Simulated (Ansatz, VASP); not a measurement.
MgO in VASP and in Ansatz

File INCAR:

```
SYSTEM = MgO
PREC = Accurate ; ENCUT = 520
EDIFF = 1E-7 ; ISMEAR = 0
SIGMA = 0.05 ; LREAL = .FALSE.
LASPH = .TRUE. ; NELM = 60
ALGO = Normal ; ISIF = 2
LWAVE = .FALSE. ; LCHARG = .TRUE.
GGA = PS ; LELF = .TRUE.
LVHAR = .TRUE. ; NBANDS = 11
```

KPOINTS

```
Automatic mesh
0
G
  10 10 10
  0 0 0
```

POSCAR

```
MgO
1.0
    0.0000000000      2.1602858632      2.1602858632
    2.1602858632      0.0000000000      2.1602858632
    2.1602858632      2.1602858632      0.0000000000
Mg O
1 1
Direct
    0.0000000000      0.0000000000      0.0000000000
    0.5000000000      0.5000000000      0.5000000000
```

Input for Ansatz:

```yaml
crystal:
  lattice:
    - [0.0, 2.1602858632, 2.1602858632]
    - [2.1602858632, 0.0, 2.1602858632]
    - [2.1602858632, 2.1602858632, 0.0]
  atoms:
    - { symbol: Mg, position: [0.0, 0.0, 0.0] }
    - { symbol: O, position: [0.5, 0.5, 0.5] }
basis:
  ecutwfc: 520.0
kpoints:
  mp_grid: { grid: [10, 10, 10] }
hamiltonian:
  xc: pbesol
  pseudopotentials: { kind: paw, azcp: { folder: soft_1 } }
scf:
  occupations: { method: gaussian, width: 0.05 }
output:
  forces: true
  stress: true
  eigenvalues: true
  write_density: true
  write_potential: true
  elf: true
  volumetric_format: npy
```

Change from the starting cell: mode 6 frozen in at +0.000 Å, equal normal strain along x, y and z +0.0250.

Alike in both runs: task single point; functional PBEsol; k mesh 10 × 10 × 10; occupations gaussian, width 0.05 eV; no spin polarisation.

|  | VASP | Ansatz |
| --- | --- | --- |
| version | VASP 6.6.1 | Ansatz 0.2.0 |
| potentials or method | VASP PAW PBE potentials, release 64 (Mg, O), cutoff 520 eV | scalar-relativistic, plane waves, PAW |
| valence electrons in the cell | 8 | 16 |

VASP gave:

```
gap on the k mesh at the Fermi level (eV) : 3.93
least direct gap on the mesh (eV)         : 3.93
pressure (GPa)                            : -10.7
```

Problem. What did Ansatz give for the same quantities?

Solution. gap on the k mesh at the Fermi level (eV): 3.94; least direct gap on the mesh (eV): 3.94; pressure (GPa): -10.0.

VASP's potentials were made for PBE, not for PBEsol, and Ansatz warns of the same on its side. VASP's potentials hold 8 valence electrons a cell and Ansatz's 16, so a difference there can come from the potentials and not from the codes.
